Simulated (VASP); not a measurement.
Set up this calculation in VASP 6.6.1, as the native input.

* Task: single point
* Functional: PBE
* Potentials or basis: VASP PAW PBE potentials, release 64 (Pb_d, O)
* Cutoff: 520 eV
* k mesh: 2 × 2 × 4
* Occupations: fermi-dirac, width 0.02 eV
* Spin: no spin polarisation
* Dipole correction: no
* Further INCAR settings: LREAL = Auto; ALGO = Normal; EDIFF = 1e-06; NBANDS = 94

The structure of PbO lies in POSCAR:

```
PbO
1.0
    7.9608078110      0.0000000000      0.0000000000
    0.0000000000      7.9608078110      0.0000000000
    0.0000000000      0.0000000000      5.0009130008
Pb O
8 8
Direct
   -0.0036109401      0.2531455410      0.2478431438
    0.2482328486     -0.0095912377      0.7650543010
   -0.0006617419      0.7480929249      0.2565783488
    0.2432658903      0.4984632332      0.7549655432
    0.5003273656      0.2646298027      0.2392041213
    0.7503636744      0.0009846991      0.7475646946
    0.5015973372      0.7418068794      0.2356613682
    0.7558474143      0.5021278110      0.7525017931
    0.0048008947     -0.0022079418     -0.0032328097
    0.2637906918      0.2507102354      0.0045973605
    0.0149741085      0.5062392028      0.0118534356
    0.2541752104      0.7459789435      0.0049580947
    0.5103253459     -0.0009432460      0.0234755134
    0.7513753807      0.2479993296     -0.0021818016
    0.4993333710      0.5051520016     -0.0269754743
    0.7612946002      0.7514771292     -0.0043804001
```

The input as run:

INCAR

```
SYSTEM = PbO
PREC     = Accurate       ! precision mode
ENCUT    = 520            ! plane-wave cutoff, eV
EDIFF    = 1E-6           ! SCF threshold, eV
ISMEAR   = -1             ! smearing method
SIGMA    = 0.02           ! smearing width, eV
LREAL    = Auto         
LASPH    = .True.         ! aspherical terms in the spheres
NELM     = 60             ! most SCF steps
ALGO     = Normal         ! electronic algorithm
ISIF     = 2              ! what is computed and relaxed
LWAVE    = .False.        ! write WAVECAR
LCHARG   = .False.        ! write CHGCAR
GGA      = PE             ! functional
NBANDS   = 94             ! bands
```

KPOINTS

```
Automatic mesh
0
Gamma
  2 2 4
  0 0 0
```

Potentials or basis: VASP PAW PBE potentials, release 64 (Pb_d, O).

Launch:

```bash
$ cat potpaw_PBE.64/Pb_d/POTCAR potpaw_PBE.64/O/POTCAR > POTCAR
$ mpirun -np 1 vasp_std > vasp.out
```

It gave:

```json
{
 "Pressure": "2.6 GPa",
 "Largest force": "1.021 eV/Å",
 "Band gap on the k mesh": "1.04 eV"
}
```

Caveat: the atoms stand as in a frame of molecular dynamics; spin-orbit coupling is left out, which moves the levels of the heavy elements; forces of over 1 eV/Å act on the atoms, so gaps and moduli don't describe the material at rest.

Wall time 15 min on 1 thread of Intel Xeon 8259CL (shared host), peak memory 0.49 GiB.
